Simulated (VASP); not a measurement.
Write the native input for VASP 6.6.1 that does the following.

```
Task                   : single point
Functional             : r2SCAN
Potentials or basis    : VASP PAW PBE potentials, release 64 (Ag)
Cutoff                 : 520 eV
k mesh                 : 20 × 20 × 20
Occupations            : gaussian, width 0.15 eV
Spin                   : no spin polarisation
Dipole correction      : no
Further INCAR settings : ALGO = Normal; EDIFF = 1e-07; NBANDS = 12
```

The system is Ag.

```
Ag
1.0
     0.00000    2.04310    2.22187
     2.04310    0.00000    2.22187
     2.04310    2.04310    0.00000
Ag
1
Direct
  0.00000 0.00000 0.00000
```

This cell differs from its parent crystal: strain +0.0875 x Voigt [0, 0, 1, 0, 0, 0].

These files were run (other wordings do the same):

POSCAR

```
Ag
1.0
    0.0000000000      2.0431000000      2.2218712500
    2.0431000000      0.0000000000      2.2218712500
    2.0431000000      2.0431000000      0.0000000000
Ag
1
Direct
    0.0000000000      0.0000000000      0.0000000000
```

INCAR.step1

```
  PREC = Accurate
  ENCUT = 520
  ISMEAR = 0
  SIGMA = 0.15
  LREAL = False
  LASPH = True
  NELM = 60
  NBANDS = 12
  GGA = PE
  ALGO = Normal
  EDIFF = 1E-4
  LWAVE = True
  LCHARG = False
```

INCAR.step2

```
  PREC = Accurate
  ENCUT = 520
  EDIFF = 1E-7
  ISMEAR = 0
  SIGMA = 0.15
  LREAL = False
  LASPH = True
  NELM = 60
  ALGO = Normal
  ISIF = 2
  LWAVE = False
  LCHARG = False
  METAGGA = R2SCAN
  LMIXTAU = True
  NBANDS = 12
  ISTART = 1
```

KPOINTS

```
Automatic mesh
0
Gamma
  20 20 20
```

Potentials or basis: VASP PAW PBE potentials, release 64 (Ag).

Command:

```sh
$ cat potpaw_PBE.64/Ag/POTCAR > POTCAR
$ cp INCAR.step1 INCAR
$ mpirun -np 1 vasp_std > vasp.out
$ cp INCAR.step2 INCAR
$ mpirun -np 1 vasp_std > vasp.out
```

It gave:

```json
{"Pressure": "-5.7 GPa", "Band gap on the k mesh": "zero (an odd number of electrons rules out a gap without spin polarisation)"}
```

Caveat: the cell differs from its parent crystal (strain +0.0875 x Voigt [0, 0, 1, 0, 0, 0]); the cell stands under tension; the PAW data sets were made with another functional, which shifts forces and pressure a little.

Run time: 5.1 min on 1 thread of Intel(R) Xeon(R) Platinum 8259CL CPU @ 2.50GHz (Skylake/Cascade Lake) (shared host), peak memory 0.26 GiB.
